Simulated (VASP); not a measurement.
The system is Al2GaP3.

```
Al Ga P
1.0
     5.49099    0.00000    0.00000
    -2.74550    4.75534    0.00000
     0.00000    0.00000    4.27078
Al Ga P
2 1 3
Direct
  0.33333 0.66667 0.00000
  0.66667 0.33333 0.00000
  0.00000 0.00000 0.00000
  0.50000 0.00000 0.50000
  0.50000 0.50000 0.50000
  0.00000 0.50000 0.50000
```

The cell was generated, and may not be a known phase.

```yaml
Program: VASP 6.6.1
Task: relaxation of cell and atoms
Functional: PBE
Potentials_or_basis: VASP PAW PBE potentials, release 64 (Al, Ga_d, P)
Cutoff: 600 eV
k_mesh: 12 × 12 × 10
Occupations: gaussian, width 0.1 eV
Spin: no spin polarisation
```

At the start: pressure -3.7 GPa; volume 18.59 Å³/atom.

**Question.** How do energy, volume and symmetry change on relaxing?

**Answer.** Over 6 steps the energy falls by 19.5 meV/atom and the volume is 17.15 Å³/atom (-7.7 %); space group P6/mmm (No. 191, to 0.1 Å) before and after.

The path:
| step | energy change (eV) | largest force (eV/Å) | pressure (GPa) | volume (Å³) |
| --- | --- | --- | --- | --- |
| 1 | 0.0000 | 0.0000 | -3.69 | 111.52 |
| 2 | -0.1039 | 0.0000 | -0.70 | 104.74 |
| 3 | -0.1087 | 0.0000 | 0.19 | 103.11 |
| 4 | -0.1166 | 0.0000 | 0.10 | 102.97 |
| 5 | -0.1170 | 0.0000 | 0.09 | 102.92 |
| 6 | -0.1170 | 0.0000 | 0.07 | 102.92 |

Final structure:
```xyz
6
Lattice="5.2959 0.0000 0.0000 -2.6479 4.5864 0.0000 0.0000 0.0000 4.2373" Properties=species:S:1:pos:R:3 pbc="T T T"
Al    0.0000    3.0576    0.0000
Al    2.6479    1.5288    0.0000
Ga    0.0000    0.0000    0.0000
P     2.6479    0.0000    2.1186
P     1.3240    2.2932    2.1186
P    -1.3240    2.2932    2.1186
```
